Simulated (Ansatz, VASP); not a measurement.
# Two plane-wave programs on TiBr

```
CELL_PARAMETERS angstrom
0.00000 2.99520 2.99520
2.99520 0.00000 2.99520
2.99520 2.99520 0.00000
ATOMIC_POSITIONS crystal
Ti 0.00000 0.00000 0.00000
Br 0.75000 0.75000 0.75000
```

Alike in both runs: functional PBE; k mesh 16 × 16 × 16; occupations gaussian, width 0.1 eV; collinear spin.

Ansatz relaxed the structure, and its values are those at the end. VASP's run is a single point on that final structure, the one shown.

|  | VASP | Ansatz |
| --- | --- | --- |
| version | VASP 6.6.1 | Ansatz 0.2.0 |
| potentials or method | VASP PAW PBE potentials, release 64 (Ti_sv, Br), cutoff 520 eV | scalar-relativistic, plane waves, PAW |
| valence electrons in the cell | 19 | 19 |

|  | VASP | Ansatz | Ansatz less VASP |
| --- | --- | --- | --- |
| gap on the k mesh at the Fermi level (eV) | none | none | - |
| pressure (GPa) | 0.1 | 0.0 | -0.07 |
| net moment per atom (μB) | 1.24 | 1.24 | 0.000 |
| size of the moment on the site where the two differ most (μB) | 1.74 | 1.65 | -0.094 |

Site moments also hang on the region over which each program counts them. A gap of «none» marks a metal or a gap that the smearing closes. The functional is the same, so the differences come from potentials, cutoffs and numerics.
